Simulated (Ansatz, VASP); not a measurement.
**Two plane-wave programs on SrTiO3**

Contents of INCAR:

```
PREC = Accurate ; ENCUT = 520
EDIFF = 1E-7 ; ISMEAR = 0
SIGMA = 0.02 ; LREAL = F
LASPH = T ; NELM = 150
ALGO = Normal ; ISIF = 2
LWAVE = F ; LCHARG = F
LMAXMIX = 4 ; LDAU = T
LDAUTYPE = 2 ; LDAUL = -1 2 -1
LDAUU = 0 4 0 ; LDAUJ = 0 0 0
LDAUPRINT = 1 ; GGA = PE
NBANDS = 28
```

The input KPOINTS:

```
Automatic mesh
0
Gamma
  8 8 8
```

Contents of POSCAR:

```
SrTiO3
1.0
    3.9471298193      0.0000000000      0.0000000000
    0.0000000000      3.9471298193      0.0000000000
    0.0592069473      0.0000000000      3.9471298193
Sr Ti O
1 1 3
Direct
    0.0000000000      0.0000000000      0.0000000000
    0.5000000000      0.5000000000      0.5000000000
    0.5000000000      0.0000000000      0.5000000000
    0.5000000000      0.5000000000      0.0000000000
    0.0000000000      0.5000000000      0.5000000000
```

Input for Ansatz:

```yaml
crystal:
  lattice:
    - [3.9471298193, 0.0, 0.0]
    - [0.0, 3.9471298193, 0.0]
    - [0.0592069473, 0.0, 3.9471298193]
  atoms:
    - { symbol: Sr, position: [0.0, 0.0, 0.0] }
    - { symbol: Ti, position: [0.5, 0.5, 0.5] }
    - { symbol: O, position: [0.5, 0.0, 0.5] }
    - { symbol: O, position: [0.5, 0.5, 0.0] }
    - { symbol: O, position: [0.0, 0.5, 0.5] }
basis:
  ecutwfc: 420
kpoints:
  mp_grid: { grid: [8, 8, 8] }
hamiltonian:
  xc: pbe
  hubbard: { sites: [{ species: Ti, l: d, u_eff: 4.0 }] }
scf:
  occupations: { method: gaussian, width: 0.02 }
output:
  forces: true
  stress: true
  eigenvalues: true
```

Change from the starting cell: shear of c along a, cell held, atoms relaxed: +1.5 %.

Alike in both runs: task single point; functional PBE; k mesh 8 × 8 × 8; occupations gaussian, width 0.02 eV; no spin polarisation; Hubbard terms Ti d U = 4.0 eV.

|  | VASP | Ansatz |
| --- | --- | --- |
| version | VASP 6.6.1 | Ansatz 0.2.0 |
| potentials or method | VASP PAW PBE potentials, release 64 (Sr_sv, Ti_sv, O), cutoff 520 eV | scalar-relativistic, plane waves, PAW |
| valence electrons in the cell | 40 | 40 |

Ansatz gave:

| Quantity | Value |
| --- | --- |
| gap on the k mesh at the Fermi level (eV) | 2.26 |
| least direct gap on the mesh (eV) | 2.66 |
| pressure (GPa) | 0.0 |
| traceless stress, the component that is largest in VASP (GPa) | -1.65 |

Task: Estimate VASP's values.

Result: gap on the k mesh at the Fermi level (eV): 2.27; least direct gap on the mesh (eV): 2.67; pressure (GPa): 2.7; traceless stress, the component that is largest in VASP (GPa): -1.64.

The programs project onto different local orbitals, so the same U acts differently, and such runs can settle in different states.
